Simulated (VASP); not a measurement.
# PbSe (P-6m2) in VASP: notebook

Runs on PbSe. Level: PBE. Tasks: single point, relaxation of cell and atoms.

All numbers are computed with VASP 6.6.1; they aren't measurements. Logs are shortened: lines on timing, memory, paths and dates and some standing lists are left out, and cuts for length are marked.

## 1. The cell of the first run

Symmetry: P-6m2, No. 187, hexagonal system. The conventional cell has a = 4.279 Å, b = 4.279 Å, c = 6.057 Å, α = 90.00°, β = 90.00°, γ = 120.00°. Within 3.6 Å of Pb (site symmetry -6m2) lie 6 Se at 2.69 Å. Within 4.1 Å of Pb (site symmetry -6m2) lie 6 Se at 3.15 Å and 6 Pb at 3.91 Å. Se (site symmetry 3m) has 1 Se at 2.15 Å and 3 Pb at 2.69 Å within 2.8 Å.

## 2. Single point, PBE

Input file INCAR:

```
SYSTEM = PbSe
PREC     = Accurate       ! precision mode
ENCUT    = 520            ! plane-wave cutoff, eV
EDIFF    = 1E-6           ! SCF threshold, eV
ISMEAR   = 0              ! smearing method
SIGMA    = 0.1            ! smearing width, eV
LREAL    = .FALSE.        ! projectors in reciprocal space
LASPH    = .TRUE.         ! aspherical terms in the spheres
NELM     = 80             ! most SCF steps
ALGO     = Normal         ! electronic algorithm
ISIF     = 2              ! what is computed and relaxed
LWAVE    = .FALSE.        ! write WAVECAR
LCHARG   = .FALSE.        ! write CHGCAR
GGA      = PE             ! functional
NBANDS   = 28             ! bands
```

Input file KPOINTS:

```
Automatic mesh
0
G
  6 6 4
  0 0 0
```

Input file POSCAR:

```
PbSe
1.0
    4.2794811200      0.0000000000      0.0000000000
   -2.1397405600      3.7061393600      0.0000000000
    0.0000000000      0.0000000000      6.0565192900
Pb Se
2 2
Direct
    0.0000000000      0.0000000000      0.5000000000
    0.3333333300      0.6666666700      0.0000000000
    0.6666666700      0.3333333300      0.3225362200
    0.6666666700      0.3333333300      0.6774637800
```

Potentials or basis: VASP PAW PBE potentials, release 64 (Pb_d, Se).

Run with:

```sh
cat potpaw_PBE.64/Pb_d/POTCAR potpaw_PBE.64/Se/POTCAR > POTCAR
mpirun -np 1 vasp_std > vasp.out
```

OUTCAR:

```text
SYSTEM = PbSe
   PREC = Accurate
   ENCUT = 520
   EDIFF = 1E-6
   ISMEAR = 0
   LREAL = .FALSE.
   LASPH = .TRUE.
   NELM = 80
   ISIF = 2
   GGA = PE

 ion  position               nearest neighbor table
   1  0.000  0.000  0.500-   3 2.69   4 2.69   3 2.69   4 2.69   3 2.69   4 2.69   2 3.91   2 3.91
                             2 3.91   2 3.91   2 3.91   2 3.91
   2  0.333  0.667  0.000-   3 3.15   4 3.15   3 3.15   4 3.15   3 3.15   4 3.15   1 3.91   1 3.91
                             1 3.91   1 3.91   1 3.91   1 3.91
   3  0.667  0.333  0.323-   4 2.15   1 2.69   1 2.69   1 2.69   2 3.15   2 3.15   2 3.15
   4  0.667  0.333  0.677-   3 2.15   1 2.69   1 2.69   1 2.69   2 3.15   2 3.15   2 3.15

  LATTYP: Found a hexagonal cell.
 ALAT       =     4.2794811200
 C/A-ratio  =     1.4152461759

  Lattice vectors:

 A1 = (   4.2794811200,   0.0000000000,   0.0000000000)
 A2 = (  -2.1397405600,   3.7061393600,   0.0000000000)
 A3 = (   0.0000000000,   0.0000000000,   6.0565192900)

Analysis of symmetry for initial positions (statically):
=====================================================================
 Subroutine PRICEL returns:
 Original cell was already a primitive cell.

 Routine SETGRP: Setting up the symmetry group for a
 hexagonal supercell.

 Subroutine GETGRP returns: Found 12 space group operations
 (whereof 12 operations were pure point group operations)
 out of a pool of 24 trial point group operations.

The static configuration has the point symmetry D_3h.

Analysis of symmetry for dynamics (positions and initial velocities):
=====================================================================
 Subroutine PRICEL returns:
 Original cell was already a primitive cell.

 Routine SETGRP: Setting up the symmetry group for a
 hexagonal supercell.

 Subroutine GETGRP returns: Found 12 space group operations
 (whereof 12 operations were pure point group operations)
 out of a pool of 24 trial point group operations.

The dynamic configuration has the point symmetry D_3h.

 Subroutine INISYM returns: Found 12 space group operations
 (whereof 12 operations are pure point group operations),
 and found     1 'primitive' translations

----------------------------------------------------------------------------------------

                                     Primitive cell

  volume of cell :      96.0585

  direct lattice vectors                    reciprocal lattice vectors
     4.279481120  0.000000000  0.000000000     0.233673189  0.134911279  0.000000000
    -2.139740560  3.706139360  0.000000000     0.000000000  0.269822557  0.000000000
     0.000000000  0.000000000  6.056519290     0.000000000  0.000000000  0.165111337

  length of vectors
     4.279481120  4.279481116  6.056519290     0.269822557  0.269822557  0.165111337

  position of ions in fractional coordinates (direct lattice)
     0.000000000  0.000000000  0.500000000
     0.333333330  0.666666670  0.000000000
     0.666666670  0.333333330  0.322536220
     0.666666670  0.333333330  0.677463780

  ion indices of the primitive-cell ions
   primitive index   ion index
                 1           1
                 2           2
                 3           3
                 4           4

----------------------------------------------------------------------------------------

 KPOINTS: Automatic mesh

Automatic generation of k-mesh.
 Grid dimensions read from file:
 generate k-points for:    6    6    4

 Generating k-lattice:

  Cartesian coordinates                     Fractional coordinates (reciprocal lattice)
     0.038945531  0.022485213  0.000000000     0.166666667  0.000000000  0.000000000
     0.000000000  0.044970426  0.000000000     0.000000000  0.166666667  0.000000000
     0.000000000  0.000000000  0.041277834     0.000000000  0.000000000  0.250000000

  Length of vectors
     0.044970426  0.044970426  0.041277834

  Shift w.r.t. Gamma in fractional coordinates (k-lattice)
     0.000000000  0.000000000  0.000000000

 Subroutine IBZKPT returns following result:
 ===========================================

 Found     21 irreducible k-points:

 Following reciprocal coordinates:
            Coordinates               Weight
  0.000000  0.000000  0.000000      1.000000
  0.166667 -0.000000  0.000000      6.000000
  0.333333  0.000000  0.000000      6.000000
  0.500000  0.000000  0.000000      3.000000
  0.166667  0.166667  0.000000      6.000000
  0.333333  0.166667  0.000000     12.000000
[... 13 lines left out ...]
  0.333333  0.166667  0.500000     12.000000
  0.333333  0.333333  0.500000      2.000000
   k-points           NKPTS =     21   k-points in BZ     NKDIM =     21   number of bands    NBANDS=     28
   number of dos      NEDOS =    301   number of ions     NIONS =      4
   total plane-waves  NPLWV =  49152
   dimension x,y,z NGX =    32 NGY =   32 NGZ =   48
   dimension x,y,z NGXF=    64 NGYF=   64 NGZF=   96
   ions per type =               2   2
   NGX,Y,Z   is equivalent  to a cutoff of  12.43, 12.43, 13.18 a.u.
   NGXF,Y,Z  is equivalent  to a cutoff of  24.86, 24.86, 26.35 a.u.
 SYSTEM =  PbSe
   PREC   = accura    normal or accurate (medium, high low for compatibility)
   ISTART =      0    job   : 0-new  1-cont  2-samecut
   ICHARG =      2    charge: 1-file 2-atom 10-const
   ISPIN  =      1    spin polarized calculation?
   LNONCOLLINEAR =      F non collinear calculations
   LSORBIT =      F    spin-orbit coupling
   LASPH  =      T    aspherical Exc in radial PAW
   ENCUT  =  520.0 eV  38.22 Ry    6.18 a.u.   7.96  7.96 11.26*2*pi/ulx,y,z
   NELM   =     80;   NELMIN=  2; NELMDL= -5     # of ELM steps
   EDIFF  = 0.1E-05   stopping-criterion for ELM
   LREAL  =      F    real-space projection
[... 7 lines left out ...]
   TEBEG  =    0.0;   TEEND  =   0.0 temperature during run
   PSTRESS=    0.0 pullay stress
   NELECT =      40.0000    total number of electrons
   NUPDOWN=      -1.0000    fix difference up-down
   EMIN   =  10.00;   EMAX   =-10.00  energy-range for DOS
   EFERMI =   0.00;   METHOD = LEGACY
   ISMEAR =     0;   SIGMA  =   0.10  broadening in eV -4-tet -1-fermi 0-gaus
   EFERMI_NEDOS =   21; number of points for ismear=-14 and -15
   IALGO  =     38    algorithm
   IMIX   =      4    mixing-type and parameters
     AMIX     =   0.40;   BMIX     =  1.00
     AMIX_MAG =   1.60;   BMIX_MAG =  1.00
  volume/ion in A,a.u.               =      24.01       162.06
  Fermi-wavevector in a.u.,A,eV,Ry     =   1.222502  2.310193 20.334052  1.494511
  Thomas-Fermi vector in A             =   2.357646
   LORBIT       =      0    0 simple, 1 ext, 2 COOP (PROOUT), +10 PAW based schemes
   GGA     = PE    functional components
   LHFCALC =     F    Hartree Fock is set to
   AEXX    =    0.0000 exact exchange contribution
   IVDW    =     0    specifies the selected vdW correction
   LEPSILON=     F    determine dielectric tensor
   LRPA    =     F    only Hartree local field effects (RPA)
 non-spin polarized calculation
 Gauss-broadening in eV      SIGMA  =   0.10
  energy-cutoff  :      520.00
  volume of cell :       96.06
 maximum number of plane-waves:      2610
 NGX is ok and might be reduce to    32
   NGX = 15   NGY = 15   NGZ = 23

 number of electron      40.0000003 magnetization

 Free energy of the ion-electron system (eV)
  ---------------------------------------------------
  ext. energy  EPLUGINS =         0.00000000
  ---------------------------------------------------
  free energy    TOTEN  =       -11.02940558 eV

  energy without entropy =      -11.02198993  energy(sigma->0) =      -11.02569775

 E-fermi :   8.1286     XC(G=0): -10.3452

 val. band max:        8.1193333170   @ k =   0.1667   0.1667   0.0000
 cond. band min:       8.1533160299   @ k =   0.3333   0.3333   0.2500
 fundamental gap:      0.0339827129
 Fermi energy:         8.1285604143

 k-point     1 :       0.0000    0.0000    0.0000
  band No.  band energies     occupation
      1     -10.7733      2.00000
      2     -10.1534      2.00000
      3     -10.1534      2.00000
      4      -9.9714      2.00000
      5      -9.9714      2.00000
      6      -9.5243      2.00000
[... 20 lines left out ...]
     27      12.9939      0.00000
     28      13.9655      0.00000

 k-point     2 :       0.1667   -0.0000    0.0000
  band No.  band energies     occupation
      1     -10.7935      2.00000
      2     -10.1299      2.00000
      3     -10.0772      2.00000
      4     -10.0045      2.00000
      5      -9.9772      2.00000
      6      -9.5044      2.00000
[... 20 lines left out ...]
     27      13.1132      0.00000
     28      13.8545      0.00000

 k-point     3 :       0.3333    0.0000    0.0000
  band No.  band energies     occupation
      1     -10.8355      2.00000
      2     -10.0822      2.00000
      3     -10.0718      2.00000
      4      -9.9888      2.00000
      5      -9.9634      2.00000
      6      -9.4998      2.00000
[... 20 lines left out ...]
     27      13.7355      0.00000
     28      16.0202      0.00000

 k-point     4 :       0.5000    0.0000    0.0000
  band No.  band energies     occupation
      1     -10.8568      2.00000
      2     -10.1056      2.00000
      3     -10.0578      2.00000
      4      -9.9945      2.00000
      5      -9.9228      2.00000
      6      -9.5069      2.00000
[... 485 lines left out ...]
     27      13.8034      0.00000
     28      14.9485      0.00000

 k-point    20 :       0.3333    0.1667    0.5000
  band No.  band energies     occupation
      1     -10.8484      2.00000
      2     -10.0957      2.00000
      3     -10.0684      2.00000
      4      -9.9956      2.00000
      5      -9.9297      2.00000
      6      -9.5360      2.00000
[... 20 lines left out ...]
     27      13.4300      0.00000
     28      15.3764      0.00000

 k-point    21 :       0.3333    0.3333    0.5000
  band No.  band energies     occupation
      1     -10.8511      2.00000
      2     -10.0989      2.00000
      3     -10.0640      2.00000
      4     -10.0092      2.00000
      5      -9.9229      2.00000
      6      -9.5328      2.00000
[... 20 lines left out ...]
     27      12.7493      0.00000
     28      14.8988      0.00000

------------------------ aborting loop because EDIFF is reached ----------------------------------------

  FORCE on cell =-STRESS in cart. coord.  units (eV):
  Direction    XX          YY          ZZ          XY          YZ          ZX
  --------------------------------------------------------------------------------------
  -------------------------------------------------------------------------------------
  Total       14.6734391     14.6734390     23.5778625     -0.0000000      0.0000000      0.0000000
  in kB      244.7408872    244.7408866    393.2593410     -0.0000000      0.0000000      0.0000000
  external PRESSURE =     294.2470383 kB  Pullay stress =       0.0000000 kB

 VOLUME and BASIS-vectors are now :
 -----------------------------------------------------------------------------
  energy-cutoff  :      520.00
  volume of cell :       96.06
      direct lattice vectors                 reciprocal lattice vectors
     4.279481120  0.000000000  0.000000000     0.233673189  0.134911279  0.000000000
    -2.139740560  3.706139360  0.000000000     0.000000000  0.269822557  0.000000000
     0.000000000  0.000000000  6.056519290     0.000000000  0.000000000  0.165111337

 POSITION                                       TOTAL-FORCE (eV/Angst)
 -----------------------------------------------------------------------------------
      0.00000      0.00000      3.02826        -0.000000      0.000000      0.000000
     -0.00000      2.47076      0.00000         0.000000      0.000000      0.000000
      2.13974      1.23538      1.95345        -0.000000      0.000000     -8.245428
      2.13974      1.23538      4.10307        -0.000000      0.000000      8.245428
 -----------------------------------------------------------------------------------
    total drift:                                0.000003     -0.000002     -0.000000

  FREE ENERGIE OF THE ION-ELECTRON SYSTEM (eV)
  ---------------------------------------------------
  free  energy   TOTEN  =       -11.0294055793 eV

  energy  without entropy=      -11.0219899283  energy(sigma->0) =      -11.02569775
```

Run time: 17 s. Hardware: 1 thread of Intel Xeon 6975P-C (Granite Rapids), shared host; peak memory 0.23 GiB.

Results:

```yaml
Free_energy: -11.0294 eV
Pressure: 29.4 GPa
Largest_force: 8.245 eV/Å
Band_gap_on_the_k_mesh: zero (bands 20 and 21 overlap by 0.84 eV)
```

Forces in eV/Å, atoms in the order of the input:
```
Pb   0.000  0.000  0.000
Pb   0.000  0.000  0.000
Se   0.000  0.000 -8.245
Se   0.000  0.000  8.245
```

Caveat: the cell stands under pressure; spin-orbit coupling is left out, which moves the levels of the heavy elements; forces of over 1 eV/Å act on the atoms, so gaps and moduli don't describe the material at rest.

## 3. Relaxation of cell and atoms, PBE

Input file INCAR:

```
PREC = Accurate ; ENCUT = 600
EDIFF = 1E-6 ; ISMEAR = 0
SIGMA = 0.1 ; LREAL = False
LASPH = True ; NELM = 80
ALGO = Normal ; ISIF = 3
LWAVE = False ; LCHARG = False
GGA = PE ; IBRION = 2
NSW = 90 ; EDIFFG = -0.04
```

Input file KPOINTS:

```
Automatic mesh
0
Gamma
  6 6 4
```

POSCAR is that of step 2.

Potentials or basis: VASP PAW PBE potentials, release 64 (Pb_d, Se).

Run with:

```sh
cat potpaw_PBE.64/Pb_d/POTCAR potpaw_PBE.64/Se/POTCAR > POTCAR
mpirun -np 1 vasp_std > vasp.out
```

It took 2.6 min on 1 thread of Intel Xeon 6975P-C (Granite Rapids), shared host; peak memory 0.28 GiB.

It converged, with:

- Free energy: -16.0484 eV
- Relaxed volume: 30.10 Å³/atom
- Relaxed cell: a = 4.262 Å, b = 4.262 Å, c = 7.652 Å, α = 90.00°, β = 90.00°, γ = 120.00°
- Space group after relaxing (to 0.1 Å): P6_3/mmc (No. 194)
- Energy gained by relaxing: 1254.7 meV/atom
- Ionic steps: 10
- Pressure after relaxing: 0.1 GPa
- Largest force after relaxing: 0.004 eV/Å
- Band gap on the k mesh: 0.18 eV (least direct gap 0.25 eV)

Forces on the atoms (eV/Å):
```
Pb   0.000  0.000  0.000
Pb   0.000  0.000  0.000
Se   0.000  0.000  0.004
Se   0.000  0.000 -0.004
```

Stress tensor (GPa, compression positive):
```
0.14 0.00 0.00
0.00 0.14 0.00
0.00 0.00 0.03
```

Step by step:
```csv
step,energy change (eV),largest force (eV/Å),pressure (GPa),volume (Å³)
1,0.0000,8.2450,29.46,96.06
2,-3.3103,0.1346,-6.87,171.02
3,-4.1873,1.1608,-2.37,135.07
4,-4.1886,1.1011,-2.68,136.25
5,-4.7191,0.8080,-1.77,129.14
6,-4.9793,0.4722,-0.12,121.59
7,-4.9937,0.3619,0.54,119.17
8,-5.0099,0.1986,-0.10,120.74
9,-5.0130,0.1001,-0.47,121.74
10,-5.0186,0.0041,0.10,120.39
```

Final structure:
```
CELL_PARAMETERS angstrom
4.26229 0.00000 0.00000
-2.13114 3.69125 0.00000
0.00000 0.00000 7.65227
ATOMIC_POSITIONS crystal
Pb 0.00000 0.00000 0.50000
Pb 0.33333 0.66667 0.00000
Se 0.66667 0.33333 0.24991
Se 0.66667 0.33333 0.75009
```

Levels at points of the mesh, in eV from the valence-band top:
```
           k point  band 17  band 18  band 19  band 20  band 21  band 22  band 23  band 24
(0.00, 0.00, 0.00)    -1.35    -0.65    -0.65     0.00     1.24     2.42     2.42     4.58
(0.50, 0.00, 0.00)    -2.45    -1.02    -0.45    -0.07     0.18     1.72     1.98     4.21
(0.00, 0.00, 0.50)    -1.05    -1.05    -1.05    -1.05     3.14     3.15     3.37     3.37
(0.50, 0.00, 0.50)    -1.93    -1.93    -1.90    -1.90     2.28     2.29     3.68     3.68
```

Caveat: the volume moved by over 15 % at a fixed basis, so the end points are rough; spin-orbit coupling is left out, which moves the levels of the heavy elements. A k mesh can miss the band edges.
